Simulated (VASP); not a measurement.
# Tm (P6_3/mmc) in VASP: single point with r2SCAN

Aim: the single point of Tm with r2SCAN.

Everything below comes from runs of VASP 6.6.1. Logs are shortened: lines on timing, memory, paths and dates and some standing lists are left out, and cuts for length are marked.

### Step 1. The cell of the first run

The structure is hexagonal, space group P6_3/mmc (No. 194). The conventional cell has a = 3.604 Å, b = 3.604 Å, c = 5.844 Å, α = 90.00°, β = 90.00°, γ = 120.00°. Within 4.7 Å of Tm (site symmetry -6m2) lie 12 Tm at 3.59 to 3.60 Å.

### Step 2. Single point, r2SCAN

POSCAR

```
Tm
1.0
    3.6042125273      0.0000000000      0.0000000000
   -1.8021062636      3.1213396093      0.0000000000
    0.0000000000      0.0000000000      5.8437936159
Tm
2
Direct
    0.3333333333      0.6666666667      0.7500000000
    0.6666666667      0.3333333333      0.2500000000
```

INCAR.step1

```
SYSTEM = Tm
PREC = Accurate
ENCUT = 800
ISMEAR = 0
SIGMA = 0.05
LREAL = .False.
LASPH = .True.
NELM = 200
NBANDS = 30
GGA = PE
ALGO = Normal
EDIFF = 1E-5
LWAVE = .True.
LCHARG = .False.
GGA_COMPAT = .False.
LMAXMIX = 6
```

INCAR.step2

```
SYSTEM = Tm
PREC = Accurate
ENCUT = 800
EDIFF = 1E-6
ISMEAR = 0
SIGMA = 0.05
LREAL = .False.
LASPH = .True.
NELM = 200
ALGO = Normal
ISIF = 2
LWAVE = .False.
LCHARG = .False.
METAGGA = R2SCAN
LMIXTAU = .True.
NBANDS = 30
ISTART = 1
GGA_COMPAT = .False.
LMAXMIX = 6
```

KPOINTS

```
Automatic mesh
0
Gamma
  14 14 8
  0 0 0
```

Potentials or basis: VASP PAW PBE potentials, release 64 (Tm).

Command:

```sh
$ cat potpaw_PBE.64/Tm/POTCAR > POTCAR
$ cp INCAR.step1 INCAR
$ mpirun -np 1 vasp_std > vasp.out
$ cp INCAR.step2 INCAR
$ mpirun -np 1 vasp_std > vasp.out
```

OUTCAR:

```text
SYSTEM = Tm
   PREC = Accurate
   ENCUT = 800
   EDIFF = 1E-6
   ISMEAR = 0
   LREAL = .False.
   LASPH = .True.
   NELM = 200
   ISIF = 2
   METAGGA = R2SCAN
   ISTART = 1

 ion  position               nearest neighbor table
   1  0.333  0.667  0.750-   2 3.59   2 3.59   2 3.59   2 3.59   2 3.59   2 3.59
   2  0.667  0.333  0.250-   1 3.59   1 3.59   1 3.59   1 3.59   1 3.59   1 3.59

  LATTYP: Found a hexagonal cell.
 ALAT       =     3.6042125273
 C/A-ratio  =     1.6213787538

  Lattice vectors:

 A1 = (   3.6042125273,   0.0000000000,   0.0000000000)
 A2 = (  -1.8021062636,   3.1213396093,   0.0000000000)
 A3 = (   0.0000000000,   0.0000000000,   5.8437936159)

Analysis of symmetry for initial positions (statically):
=====================================================================
 Subroutine PRICEL returns:
 Original cell was already a primitive cell.

 Routine SETGRP: Setting up the symmetry group for a
 hexagonal supercell.

 Subroutine GETGRP returns: Found 24 space group operations
 (whereof 12 operations were pure point group operations)
 out of a pool of 24 trial point group operations.

The static configuration has the point symmetry D_3d.
 The point group associated with its full space group is D_6h.

Analysis of symmetry for dynamics (positions and initial velocities):
=====================================================================
 Subroutine PRICEL returns:
 Original cell was already a primitive cell.

 Routine SETGRP: Setting up the symmetry group for a
 hexagonal supercell.

 Subroutine GETGRP returns: Found 24 space group operations
 (whereof 12 operations were pure point group operations)
 out of a pool of 24 trial point group operations.

The dynamic configuration has the point symmetry D_3d.
 The point group associated with its full space group is D_6h.

 Subroutine INISYM returns: Found 24 space group operations
 (whereof 12 operations are pure point group operations),
 and found     1 'primitive' translations

----------------------------------------------------------------------------------------

                                     Primitive cell

  volume of cell :      65.7425

  direct lattice vectors                    reciprocal lattice vectors
     3.604212527  0.000000000  0.000000000     0.277453117  0.160187632  0.000000000
    -1.802106264  3.121339609  0.000000000     0.000000000  0.320375264  0.000000000
     0.000000000  0.000000000  5.843793616     0.000000000  0.000000000  0.171121717

  length of vectors
     3.604212527  3.604212527  5.843793616     0.320375264  0.320375264  0.171121717

  position of ions in fractional coordinates (direct lattice)
     0.333333333  0.666666667  0.750000000
     0.666666667  0.333333333  0.250000000

  ion indices of the primitive-cell ions
   primitive index   ion index
                 1           1
                 2           2

----------------------------------------------------------------------------------------

 KPOINTS: Automatic mesh

Automatic generation of k-mesh.
 Grid dimensions read from file:
 generate k-points for:   14   14    8

 Generating k-lattice:

  Cartesian coordinates                     Fractional coordinates (reciprocal lattice)
     0.019818080  0.011441974  0.000000000     0.071428571 -0.000000000  0.000000000
     0.000000000  0.022883947  0.000000000     0.000000000  0.071428571  0.000000000
     0.000000000  0.000000000  0.021390215     0.000000000  0.000000000  0.125000000

  Length of vectors
     0.022883947  0.022883947  0.021390215

  Shift w.r.t. Gamma in fractional coordinates (k-lattice)
     0.000000000  0.000000000  0.000000000

 Subroutine IBZKPT returns following result:
 ===========================================

 Found    120 irreducible k-points:

 Following reciprocal coordinates:
            Coordinates               Weight
  0.000000  0.000000  0.000000      1.000000
  0.071429  0.000000  0.000000      6.000000
  0.142857  0.000000  0.000000      6.000000
  0.214286  0.000000  0.000000      6.000000
  0.285714  0.000000  0.000000      6.000000
  0.357143  0.000000  0.000000      6.000000
[... 16 lines left out ...]
  0.285714  0.285714  0.000000      6.000000
  0.357143  0.285714  0.000000      6.000000
 [... further k-points ...]
   k-points           NKPTS =    120   k-points in BZ     NKDIM =    120   number of bands    NBANDS=     30
   number of dos      NEDOS =    301   number of ions     NIONS =      2
   total plane-waves  NPLWV =  69984
   dimension x,y,z NGX =    36 NGY =   36 NGZ =   54
   dimension x,y,z NGXF=    72 NGYF=   72 NGZF=  108
   ions per type =               2
   NGX,Y,Z   is equivalent  to a cutoff of  16.61, 16.61, 15.36 a.u.
   NGXF,Y,Z  is equivalent  to a cutoff of  33.21, 33.21, 30.72 a.u.
 SYSTEM =  Tm
   PREC   = accura    normal or accurate (medium, high low for compatibility)
   ISTART =      1    job   : 0-new  1-cont  2-samecut
   ICHARG =      0    charge: 1-file 2-atom 10-const
   ISPIN  =      1    spin polarized calculation?
   LNONCOLLINEAR =      F non collinear calculations
   LSORBIT =      F    spin-orbit coupling
   LASPH  =      T    aspherical Exc in radial PAW
   ENCUT  =  800.0 eV  58.80 Ry    7.67 a.u.   8.31  8.31 13.48*2*pi/ulx,y,z
   NELM   =    200;   NELMIN=  2; NELMDL=  0     # of ELM steps
   EDIFF  = 0.1E-05   stopping-criterion for ELM
   LREAL  =      F    real-space projection
   EDIFFG = 0.1E-04   stopping-criterion for IOM
   NSW    =      0    number of steps for IOM
   IBRION =     -1    ionic relax: 0-MD 1-quasi-New 2-CG
   NFREE  =      0    steps in history (QN), initial steepest desc. (CG)
   ISIF   =      2    stress and relaxation
   ISYM   =      2    0-nonsym 1-usesym 2-fastsym
   POTIM  = 0.5000    time-step for ionic-motion
   TEBEG  =    0.0;   TEEND  =   0.0 temperature during run
   PSTRESS=    0.0 pullay stress
   NELECT =      46.0000    total number of electrons
   NUPDOWN=      -1.0000    fix difference up-down
   EMIN   =  10.00;   EMAX   =-10.00  energy-range for DOS
   EFERMI =   0.00;   METHOD = LEGACY
   ISMEAR =     0;   SIGMA  =   0.05  broadening in eV -4-tet -1-fermi 0-gaus
   EFERMI_NEDOS =   21; number of points for ismear=-14 and -15
   IALGO  =     38    algorithm
   IMIX   =      4    mixing-type and parameters
     AMIX     =   0.40;   BMIX     =  1.00
     AMIX_MAG =   1.60;   BMIX_MAG =  1.00
  volume/ion in A,a.u.               =      32.87       221.83
  Fermi-wavevector in a.u.,A,eV,Ry     =   1.453378  2.746487 28.739703  2.112309
  Thomas-Fermi vector in A             =   2.570652
   LORBIT       =      0    0 simple, 1 ext, 2 COOP (PROOUT), +10 PAW based schemes
   METAGGA = R2SCAN    functional components
   LHFCALC =     F    Hartree Fock is set to
   AEXX    =    0.0000 exact exchange contribution
   IVDW    =     0    specifies the selected vdW correction
   LEPSILON=     F    determine dielectric tensor
   LRPA    =     F    only Hartree local field effects (RPA)
 non-spin polarized calculation
 Gauss-broadening in eV      SIGMA  =   0.05
  energy-cutoff  :      800.00
  volume of cell :       65.74
 maximum number of plane-waves:      3406
 NGX is ok and might be reduce to    36
   NGX = 17   NGY = 17   NGZ = 27

 number of electron      45.9999992 magnetization

 Free energy of the ion-electron system (eV)
  ---------------------------------------------------
  ext. energy  EPLUGINS =         0.00000000
  ---------------------------------------------------
  free energy    TOTEN  =       -68.69502489 eV

  energy without entropy =      -68.64443473  energy(sigma->0) =      -68.66972981

 E-fermi :   1.8128     XC(G=0): -10.5499

 val. band max:        1.8126886084   @ k =   0.3571   0.0714   0.3750
 cond. band min:       1.8132561216   @ k =   0.2857   0.2857   0.0000
 fundamental gap:      0.0005675133
 Fermi energy:         1.8128114742

 k-point     1 :       0.0000    0.0000    0.0000
  band No.  band energies     occupation
      1     -49.6406      2.00000
      2     -49.6071      2.00000
      3     -22.6786      2.00000
      4     -22.2285      2.00000
      5     -22.2285      2.00000
      6     -22.1601      2.00000
[... 22 lines left out ...]
     29       5.7575      0.00000
     30       5.7575      0.00000

 k-point     2 :       0.0714    0.0000    0.0000
  band No.  band energies     occupation
      1     -49.6392      2.00000
      2     -49.6065      2.00000
      3     -22.6701      2.00000
      4     -22.2477      2.00000
      5     -22.2346      2.00000
      6     -22.1800      2.00000
[... 22 lines left out ...]
     29       5.5868      0.00000
     30       5.8756      0.00000

 k-point     3 :       0.1429    0.0000    0.0000
  band No.  band energies     occupation
      1     -49.6352      2.00000
      2     -49.6047      2.00000
      3     -22.6454      2.00000
      4     -22.3016      2.00000
      5     -22.2513      2.00000
      6     -22.2351      2.00000
[... 22 lines left out ...]
     29       5.7813      0.00000
     30       5.8098      0.00000

 k-point     4 :       0.2143    0.0000    0.0000
  band No.  band energies     occupation
      1     -49.6293      2.00000
      2     -49.6022      2.00000
      3     -22.6074      2.00000
      4     -22.3797      2.00000
      5     -22.3123      2.00000
      6     -22.2746      2.00000
[... 22 lines left out ...]
     29       5.6787      0.00000
     30       6.0786      0.00000

 k-point     5 :       0.2857    0.0000    0.0000
  band No.  band energies     occupation
      1     -49.6224      2.00000
      2     -49.5998      2.00000
      3     -22.5603      2.00000
      4     -22.4666      2.00000
      5     -22.3947      2.00000
      6     -22.2997      2.00000
[... 22 lines left out ...]
     29       5.3261      0.00000
     30       6.7890      0.00000
[... 526 lines left out ...]
     29       4.5887      0.00000
     30       7.4612      0.00000

 k-point    22 :       0.3571    0.2143    0.0000
  band No.  band energies     occupation
      1     -49.6049      2.00000
      2     -49.5979      2.00000
      3     -22.5665      2.00000
      4     -22.4901      2.00000
      5     -22.4171      2.00000
      6     -22.4136      2.00000
[... 22 lines left out ...]
     29       4.9674      0.00000
     30       7.7848      0.00000

 k-point    23 :       0.2857    0.2857    0.0000
  band No.  band energies     occupation
      1     -49.6042      2.00000
      2     -49.5981      2.00000
      3     -22.5441      2.00000
      4     -22.4890      2.00000
      5     -22.4237      2.00000
      6     -22.4071      2.00000
[... 22 lines left out ...]
     29       4.9466      0.00000
     30       7.6018      0.00000

 k-point    24 :       0.3571    0.2857    0.0000
  band No.  band energies     occupation
      1     -49.6019      2.00000
      2     -49.5992      2.00000
      3     -22.5431      2.00000
      4     -22.4657      2.00000
      5     -22.4577      2.00000
      6     -22.3791      2.00000
[... 22 lines left out ...]
     29       5.1265      0.00000
     30       7.7087      0.00000

 [... further k-points ...]
[... 5 lines left out ...]
  --------------------------------------------------------------------------------------
  -------------------------------------------------------------------------------------
  Total        0.0431055      0.0431055      0.3828821      0.0000000     -0.0000000      0.0000000
  in kB        1.0505019      1.0505019      9.3310252      0.0000000     -0.0000000      0.0000000
  external PRESSURE =       3.8106763 kB  Pullay stress =       0.0000000 kB

 VOLUME and BASIS-vectors are now :
 -----------------------------------------------------------------------------
  energy-cutoff  :      800.00
  volume of cell :       65.74
      direct lattice vectors                 reciprocal lattice vectors
     3.604212527  0.000000000  0.000000000     0.277453117  0.160187632  0.000000000
    -1.802106264  3.121339609  0.000000000     0.000000000  0.320375264  0.000000000
     0.000000000  0.000000000  5.843793616     0.000000000  0.000000000  0.171121717

 POSITION                                       TOTAL-FORCE (eV/Angst)
 -----------------------------------------------------------------------------------
     -0.00000      2.08089      4.38285        -0.000000      0.000000      0.000000
      1.80211      1.04045      1.46095         0.000000     -0.000000      0.000000
 -----------------------------------------------------------------------------------
    total drift:                                0.000000     -0.000000      0.000000

  FREE ENERGIE OF THE ION-ELECTRON SYSTEM (eV)
  ---------------------------------------------------
  free  energy   TOTEN  =       -68.6950248865 eV

  energy  without entropy=      -68.6444347328  energy(sigma->0) =      -68.66972981
```

Wall time 2.1 h (1 thread of Intel Xeon Platinum 8259CL at 2.50GHz (Skylake/Cascade Lake), shared host); peak memory 0.58 GiB.

Results:

| Property | Result |
| --- | --- |
| Free energy | -68.6950 eV |
| Pressure | 0.4 GPa |
| Band gap on the k mesh | zero (bands 23 and 24 overlap by 0.29 eV) |

Levels at points of the mesh, in eV from the Fermi level:
```csv
k point,band 21,band 22,band 23,band 24,band 25,band 26,band 27,band 28
"(0.00, 0.00, 0.00)",-0.13,-0.12,-0.12,-0.11,0.84,3.22,3.22,3.33
"(0.50, 0.00, 0.00)",-0.08,-0.06,-0.02,0.01,0.10,0.40,2.19,3.00
"(0.00, 0.00, 0.50)",-0.12,-0.12,-0.09,-0.09,1.90,1.90,3.20,3.20
"(0.50, 0.00, 0.50)",-0.07,-0.07,0.00,0.00,0.76,0.76,2.05,2.05
```

Caveat: the PAW data sets were made with another functional, which shifts forces and pressure a little; spin-orbit coupling is left out, which moves the levels of the heavy elements; semilocal functionals describe open f shells poorly, which spoils levels, moments and volumes. Spin polarisation is off, so any magnetic state and its effect on volume and gap are missing.
